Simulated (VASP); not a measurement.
# Al16SiN15 (a cell with a defect) in VASP: single point with HSE06

Aim: the single point of Al16SiN15 (a cell with a defect) with HSE06.

Program: VASP 6.6.1. These are calculated values, not measurements. Logs are shortened: lines on timing, memory, paths and dates and some standing lists are left out, and cuts for length are marked.

**1. The cell of the first run**

The cell holds a defect, 32 atoms: a = 6.260 Å, b = 6.260 Å, c = 10.035 Å, α = 90.00°, β = 90.00°, γ = 120.00°.

**2. Single point, HSE06**

The input, POSCAR:

```
Al16SiN15
1.0
    6.2595139326      0.0000000578      0.0000000000
   -3.1297570163      5.4208980521      0.0000000000
    0.0000000000      0.0000000000     10.0348065068
Al N Si
16 15 1
Direct
    0.3336931395      0.1631284685      0.2525980212
    0.1651006957      0.3319998297      0.4982025374
    0.3284038448      0.1683836797      0.7557312252
    0.1645140858      0.3324748287      1.0074409029
    0.3339261141      0.6704996726      0.2522888334
    0.1939724828      0.8479563969      0.5142930607
    0.3283888198      0.6599763780      0.7556108925
    0.1682618357      0.8342603246      0.9922254117
    0.8263765454      0.1630446409      0.2522168709
    0.6496001443      0.3036584054      0.5142194990
    0.8369389601      0.1686074813      0.7556908990
    0.6623814943      0.3285211060      0.9922302843
    0.8313117887      0.6654504168      0.2122141665
    0.6484290080      0.8487698736      0.5142954499
    0.8308326431      0.6661049415      0.7384534598
    0.6618449375      0.8350956542      0.9926648866
    0.3315535993      0.1661444971      0.4424612585
    0.1657734170      0.3312175686      0.1956334304
    0.3263500049      0.1701932132      0.9407678701
    0.1655472996      0.3311054221      0.6898918678
    0.3304658647      0.6700748125      0.4424969266
    0.1779982793      0.8369169095      0.1770016869
    0.3257657332      0.6590872511      0.9406023314
    0.1771046098      0.8371993916      0.7032923033
    0.8269923792      0.1666233372      0.4423782208
    0.6598576678      0.3189878961      0.1769949811
    0.8377338458      0.1711726256      0.9407123803
    0.6596400528      0.3197008116      0.7032984199
    0.6598069790      0.8368967576      0.1778082760
    0.8292248387      0.6674504732      0.9367165167
    0.6598068639      0.8372385977      0.7028091981
    0.8299398707      0.6679304669      0.4309145289
```

The input, INCAR.step1:

```
PREC = Accurate
ENCUT = 520
EDIFF = 1E-5
ISMEAR = -1
SIGMA = 0.01
LREAL = Auto
LASPH = True
NELM = 120
ALGO = Normal
ISIF = 2
LWAVE = True
LCHARG = False
NBANDS = 86
GGA = PE
NELECT = 128.0
GGA_COMPAT = False
ISYM = -1
```

The input, INCAR.step2:

```
PREC = Accurate
ENCUT = 520
EDIFF = 1E-6
ISMEAR = -1
SIGMA = 0.01
LREAL = Auto
LASPH = True
NELM = 120
ALGO = Normal
ISIF = 2
LWAVE = False
LCHARG = False
GGA = PE
LHFCALC = True
HFSCREEN = 0.2079
PRECFOCK = Fast
NBANDS = 86
ISTART = 1
NELECT = 128.0
GGA_COMPAT = False
ISYM = -1
```

The input, KPOINTS:

```
explicit points
1
Reciprocal
  0.25000000   0.25000000   0.25000000 1
```

Potentials or basis: VASP PAW PBE potentials, release 64 (Al, N, Si).

Launch:

```bash
cat potpaw_PBE.64/Al/POTCAR potpaw_PBE.64/N/POTCAR potpaw_PBE.64/Si/POTCAR > POTCAR
cp INCAR.step1 INCAR
mpirun -np 1 vasp_std > vasp.out
cp INCAR.step2 INCAR
mpirun -np 1 vasp_std > vasp.out
```

OUTCAR:

```text
PREC = Accurate
   ENCUT = 520
   EDIFF = 1E-6
   ISMEAR = -1
   LREAL = Auto
   LASPH = True
   NELM = 120
   ISIF = 2
   GGA = PE
   LHFCALC = True
   HFSCREEN = 0.2079
   PRECFOCK = Fast
   ISTART = 1
   NELECT = 128.0
   ISYM = -1

 ion  position               nearest neighbor table
   1  0.334  0.163  0.253-  17 1.91  18 1.91  26 1.92  22 1.92   4 3.07   2 3.07   9 3.08   5 3.08
                             6 3.13  10 3.14  13 3.16  13 3.16  12 3.16   8 3.16   5 3.18   9 3.18
   2  0.165  0.332  0.498-  17 1.89  21 1.92  25 1.92  20 1.92   1 3.07   5 3.08   9 3.08   6 3.13
                            10 3.13   3 3.13   7 3.14  11 3.14  14 3.14  14 3.14  10 3.15   6 3.15
   3  0.328  0.168  0.756-  19 1.86  24 1.87  28 1.87  20 1.88  12 2.99   6 2.99   8 2.99  10 2.99
                            11 3.08   7 3.08   4 3.09   2 3.13  15 3.13  15 3.14   7 3.18  11 3.18
   4  0.165  0.332  0.007-  19 1.88  18 1.89  23 1.89  27 1.89   9 3.06   5 3.07   1 3.07  11 3.09
                             7 3.09   3 3.09  12 3.13   8 3.13  16 3.13  16 3.13   8 3.13  12 3.13
   5  0.334  0.670  0.252-  22 1.90  21 1.91  29 1.92  18 1.93   4 3.07   2 3.08   9 3.08   1 3.08
                            14 3.14   6 3.14  16 3.15  13 3.16  13 3.16   8 3.16   1 3.18   9 3.18
   6  0.194  0.848  0.514-  21 1.85  17 1.87  24 1.90  32 2.14  14 2.84  10 2.85   3 2.99  15 2.99
                             7 2.99   2 3.13   1 3.13   5 3.14   2 3.15
   7  0.328  0.660  0.756-  23 1.86  24 1.86  31 1.87  20 1.90  14 2.98   8 2.99  16 2.99   6 2.99
                            11 3.08   3 3.08   4 3.09  15 3.13   2 3.14  15 3.14   3 3.18  11 3.18
   8  0.168  0.834  0.992-  22 1.85  23 1.88  19 1.89  30 1.92  13 2.87   3 2.99   7 2.99  16 3.09
                            12 3.09   4 3.13   4 3.13  15 3.14   5 3.16   1 3.16  12 3.17  16 3.17
   9  0.826  0.163  0.252-  26 1.90  25 1.91  29 1.92  18 1.93   4 3.06   2 3.08   5 3.08   1 3.08
                            14 3.14  10 3.14  16 3.15  13 3.16  13 3.16  12 3.16   1 3.18   5 3.18
  10  0.650  0.304  0.514-  25 1.85  17 1.87  28 1.90  32 2.14  14 2.84   6 2.85  15 2.99   3 2.99
                            11 2.99   2 3.13   1 3.14   9 3.14   2 3.15
  11  0.837  0.169  0.756-  27 1.86  28 1.86  31 1.87  20 1.90  14 2.98  12 2.99  16 2.99  10 2.99
                             7 3.08   3 3.08   4 3.09  15 3.13   2 3.14  15 3.14   3 3.18   7 3.18
  12  0.662  0.329  0.992-  26 1.85  27 1.88  19 1.89  30 1.92  13 2.87   3 2.99  11 2.99  16 3.09
                             8 3.09   4 3.13   4 3.13  15 3.14   9 3.16   1 3.16   8 3.17  16 3.17
  13  0.831  0.665  0.212-  29 1.89  26 1.91  22 1.91  32 2.19  12 2.87   8 2.87  16 2.87   5 3.16
                             9 3.16   1 3.16   9 3.16   5 3.16   1 3.16
  14  0.648  0.849  0.514-  25 1.87  21 1.87  31 1.90  32 2.14   6 2.84  10 2.84  11 2.98   7 2.98
                            15 3.00   9 3.14   5 3.14   2 3.14   2 3.14
  15  0.831  0.666  0.738-  31 1.89  24 1.91  28 1.91  30 1.99  10 2.99   6 2.99  14 3.00  32 3.09
                             7 3.13  11 3.13   3 3.13   3 3.14   8 3.14  12 3.14  11 3.14   7 3.14
  16  0.662  0.835  0.993-  29 1.86  27 1.90  23 1.90  30 1.90  13 2.87  11 2.99   7 2.99  12 3.09
                             8 3.09   4 3.13   4 3.13  15 3.14   9 3.15   5 3.15   8 3.17  12 3.17
  17  0.332  0.166  0.442-  10 1.87   6 1.87   2 1.89   1 1.91
  18  0.166  0.331  0.196-   4 1.89   1 1.91   5 1.93   9 1.93
  19  0.326  0.170  0.941-   3 1.86   4 1.88   8 1.89  12 1.89
  20  0.166  0.331  0.690-   3 1.88  11 1.90   7 1.90   2 1.92
  21  0.330  0.670  0.442-   6 1.85  14 1.87   5 1.91   2 1.92
  22  0.178  0.837  0.177-   8 1.85   5 1.90  13 1.91   1 1.92
  23  0.326  0.659  0.941-   7 1.86   8 1.88   4 1.89  16 1.90
  24  0.177  0.837  0.703-   7 1.86   3 1.87   6 1.90  15 1.91
  25  0.827  0.167  0.442-  10 1.85  14 1.87   9 1.91   2 1.92
  26  0.660  0.319  0.177-  12 1.85   9 1.90  13 1.91   1 1.92
  27  0.838  0.171  0.941-  11 1.86  12 1.88   4 1.89  16 1.90
  28  0.660  0.320  0.703-  11 1.86   3 1.87  10 1.90  15 1.91
  29  0.660  0.837  0.178-  16 1.86  13 1.89   5 1.92   9 1.92
  30  0.829  0.667  0.937-  16 1.90  12 1.92   8 1.92  15 1.99
  31  0.660  0.837  0.703-  11 1.87   7 1.87  15 1.89  14 1.90
  32  0.830  0.668  0.431-  14 2.14   6 2.14  10 2.14  13 2.19  15 3.09

IMPORTANT INFORMATION: All symmetrisations will be switched off!
NOSYMM: (Re-)initialisation of all symmetry stuff for point group C_1.

----------------------------------------------------------------------------------------

                                     Primitive cell

  volume of cell :     340.5029

  direct lattice vectors                    reciprocal lattice vectors
     6.259513933  0.000000058  0.000000000     0.159756813  0.092235641  0.000000000
    -3.129757016  5.420898052  0.000000000    -0.000000002  0.184471279  0.000000000
     0.000000000  0.000000000 10.034806507     0.000000000  0.000000000  0.099653142

  length of vectors
     6.259513933  6.259513933 10.034806507     0.184471279  0.184471279  0.099653142

  position of ions in fractional coordinates (direct lattice)
     0.333693139  0.163128468  0.252598021
     0.165100696  0.331999830  0.498202537
     0.328403845  0.168383680  0.755731225
     0.164514086  0.332474829  0.007440903
     0.333926114  0.670499673  0.252288833
     0.193972483  0.847956397  0.514293061
[... 24 lines left out ...]
     0.659806864  0.837238598  0.702809198
     0.829939871  0.667930467  0.430914529

  ion indices of the primitive-cell ions
   primitive index   ion index
                 1           1
                 2           2
                 3           3
                 4           4
                 5           5
                 6           6
[... 24 lines left out ...]
                31          31
                32          32

----------------------------------------------------------------------------------------

 KPOINTS: explicit points

Read explicit list of k-points.

 Found      1 k-points:

 Following reciprocal coordinates:
            Coordinates               Weight
  0.250000  0.250000  0.250000      1.000000
   k-points           NKPTS =      1   k-points in BZ     NKDIM =      1   number of bands    NBANDS=     86
   number of dos      NEDOS =    301   number of ions     NIONS =     32
   total plane-waves  NPLWV = 184320
   dimension x,y,z NGX =    48 NGY =   48 NGZ =   80
   dimension x,y,z NGXF=    96 NGYF=   96 NGZF=  160
   ions per type =              16  15   1
   NGX,Y,Z   is equivalent  to a cutoff of  12.75, 12.75, 13.25 a.u.
   NGXF,Y,Z  is equivalent  to a cutoff of  25.50, 25.50, 26.51 a.u.
 SYSTEM =  unknown system
   PREC   = accura    normal or accurate (medium, high low for compatibility)
   ISTART =      1    job   : 0-new  1-cont  2-samecut
   ICHARG =      0    charge: 1-file 2-atom 10-const
   ISPIN  =      1    spin polarized calculation?
   LNONCOLLINEAR =      F non collinear calculations
   LSORBIT =      F    spin-orbit coupling
   LASPH  =      T    aspherical Exc in radial PAW
   ENCUT  =  520.0 eV  38.22 Ry    6.18 a.u.  11.64 11.64 18.66*2*pi/ulx,y,z
   NELM   =    120;   NELMIN=  2; NELMDL=  0     # of ELM steps
   EDIFF  = 0.1E-05   stopping-criterion for ELM
   LREAL  =      T    real-space projection
   EDIFFG = 0.1E-04   stopping-criterion for IOM
   NSW    =      0    number of steps for IOM
   IBRION =     -1    ionic relax: 0-MD 1-quasi-New 2-CG
   NFREE  =      0    steps in history (QN), initial steepest desc. (CG)
   ISIF   =      2    stress and relaxation
   ISYM   =     -1    0-nonsym 1-usesym 2-fastsym
   POTIM  = 0.5000    time-step for ionic-motion
   TEBEG  =    0.0;   TEEND  =   0.0 temperature during run
   PSTRESS=    0.0 pullay stress
   NELECT =     128.0000    total number of electrons
   NUPDOWN=      -1.0000    fix difference up-down
   EMIN   =  10.00;   EMAX   =-10.00  energy-range for DOS
   EFERMI =   0.00;   METHOD = LEGACY
   ISMEAR =    -1;   SIGMA  =   0.01  broadening in eV -4-tet -1-fermi 0-gaus
   EFERMI_NEDOS =   21; number of points for ismear=-14 and -15
   IALGO  =     38    algorithm
   IMIX   =      1    mixing-type and parameters
     AMIX     =   0.40;   BMIX     =  1.00
     AMIX_MAG =   1.60;   BMIX_MAG =  1.00
  volume/ion in A,a.u.               =      10.64        71.81
  Fermi-wavevector in a.u.,A,eV,Ry     =   1.181511  2.232733 18.993310  1.395969
  Thomas-Fermi vector in A             =   2.317783
   LORBIT       =      0    0 simple, 1 ext, 2 COOP (PROOUT), +10 PAW based schemes
   GGA     = PE    functional components
   LHFCALC =     T    Hartree Fock is set to
   PRECFOCK=fast      Normal, Fast or Accurate (Low or Medium for compatibility)
   ENCUT4O =  -1.0   cutoff for four orbital integrals eV
   NKREDX  =     1    reduce k-point grid by
   NKREDY  =     1    reduce k-point grid by
   NKREDZ  =     1    reduce k-point grid by
   AEXX    =    0.2500 exact exchange contribution
   HFSCREEN=    0.2079 screening length (either q_TF or 0.3 A-1)
   HFSCREENC=   0.2079 screening length for correlation (either q_TF or 0.3 A-1)
   ENCUTFOCK=  -1.0 apply spherical cutoff to Coloumb kernel
   IVDW    =     0    specifies the selected vdW correction
   LEPSILON=     F    determine dielectric tensor
   LRPA    =     F    only Hartree local field effects (RPA)
 non-spin polarized calculation
  energy-cutoff  :      520.00
  volume of cell :      340.50
 maximum number of plane-waves:      9148
 NGX is ok and might be reduce to    48
  NGX = 24; NGY = 24; NGZ = 40

 number of electron     127.9999993 magnetization

 Free energy of the ion-electron system (eV)
  ---------------------------------------------------
  ext. energy  EPLUGINS =         0.00000000
  ---------------------------------------------------
  free energy    TOTEN  =      -262.51751360 eV

  energy without entropy =     -262.51751360  energy(sigma->0) =     -262.51751360

 E-fermi :   7.8417     XC(G=0):  -9.0481

 val. band max:        7.5843739213   @ k =   0.2500   0.2500   0.2500
 cond. band min:      11.4471066045   @ k =   0.2500   0.2500   0.2500
 fundamental gap:      3.8627326833
 Fermi energy:         7.8416975723

 k-point     1 :       0.2500    0.2500    0.2500
  band No.  band energies     occupation
      1     -10.9846      2.00000
      2     -10.4028      2.00000
      3     -10.3303      2.00000
      4     -10.2288      2.00000
      5      -9.8353      2.00000
      6      -9.7149      2.00000
[... 68 lines left out ...]
     75      13.7510      0.00000
     76      13.9195      0.00000
 [bands above 76 left out]

------------------------ aborting loop because EDIFF is reached ----------------------------------------

  FORCE on cell =-STRESS in cart. coord.  units (eV):
  Direction    XX          YY          ZZ          XY          YZ          ZX
  --------------------------------------------------------------------------------------
  -------------------------------------------------------------------------------------
  Total       24.7172544     13.5604893     29.7098036     -9.6012465      0.4667008      0.0842606
  in kB      116.3027421     63.8065241    139.7943140    -45.1769958      2.1959795      0.3964737
  external PRESSURE =     106.6345267 kB  Pullay stress =       0.0000000 kB

 VOLUME and BASIS-vectors are now :
 -----------------------------------------------------------------------------
  energy-cutoff  :      520.00
  volume of cell :      340.50
      direct lattice vectors                 reciprocal lattice vectors
     6.259513933  0.000000058  0.000000000     0.159756813  0.092235641  0.000000000
    -3.129757016  5.420898052  0.000000000    -0.000000002  0.184471279  0.000000000
     0.000000000  0.000000000 10.034806507     0.000000000  0.000000000  0.099653142

 POSITION                                       TOTAL-FORCE (eV/Angst)
 -----------------------------------------------------------------------------------
      1.57820      0.88430      2.53477        -0.006703      0.008057      0.001606
     -0.00563      1.79974      4.99937         0.009690     -0.010726      0.005793
      1.52865      0.91279      7.58362         0.016395     -0.008936      0.045274
     -0.01079      1.80231      0.07467         0.006603     -0.006130      0.012519
     -0.00829      3.63471      2.53167        -0.005532      0.002176      0.000141
     -1.43972      4.59669      5.16083        -0.000318     -0.017249     -0.047174
[... 24 lines left out ...]
      1.50972      4.53859      7.05255         0.008893     -0.004337     -0.067199
      3.10456      3.62078      4.32414        -0.017136      0.002885      0.068972
 -----------------------------------------------------------------------------------
    total drift:                               -0.000490     -0.002815      0.023713

  FREE ENERGIE OF THE ION-ELECTRON SYSTEM (eV)
  ---------------------------------------------------
  free  energy   TOTEN  =      -262.5175136028 eV

  energy  without entropy=     -262.5175136028  energy(sigma->0) =     -262.51751360
```

It took 7.4 min on 1 thread of Intel Xeon 8259CL, shared host; peak memory 0.56 GiB.

Results:

```
Free energy   : -262.5175 eV
Largest force : 0.120 eV/Å
```

Forces in eV/Å, atoms in the order of the input:
```
Al  -0.007  0.008  0.002
Al   0.010 -0.011  0.006
Al   0.016 -0.009  0.045
Al   0.007 -0.006  0.013
Al  -0.006  0.002  0.000
Al   0.000 -0.017 -0.047
Al  -0.014  0.025  0.047
Al   0.012  0.003  0.074
Al  -0.006  0.006 -0.001
Al   0.019  0.014 -0.049
Al  -0.027 -0.005  0.049
Al   0.003 -0.015  0.074
Al   0.008 -0.003  0.054
Al   0.011 -0.007 -0.038
Al  -0.004  0.000  0.120
Al   0.003 -0.004  0.073
N    0.045 -0.029  0.048
N    0.008 -0.006 -0.071
N    0.018 -0.008 -0.063
N    0.006 -0.001  0.037
N   -0.006  0.071  0.048
N   -0.039 -0.028 -0.064
N   -0.002  0.039 -0.066
N    0.003 -0.008 -0.075
N   -0.062 -0.029  0.053
N    0.007  0.049 -0.062
N   -0.034 -0.018 -0.068
N    0.005  0.005 -0.078
N    0.037 -0.022 -0.084
N   -0.003  0.004  0.023
N    0.009 -0.004 -0.067
Si  -0.017  0.003  0.069
```

Levels at points of the mesh, in eV from the Fermi level:
```csv
k point,band 62,band 63,band 64,band 65,band 66,band 67
"(0.25, 0.25, 0.25)",-0.91,-0.67,-0.26,3.61,4.28,4.68
```

Caveat: the cell carries a net charge on a neutralising background, which shifts energy and pressure; the cell is charged against a uniform background, so pressure and absolute levels hang on convention; the PAW data sets were made with another functional, which shifts forces and pressure a little.
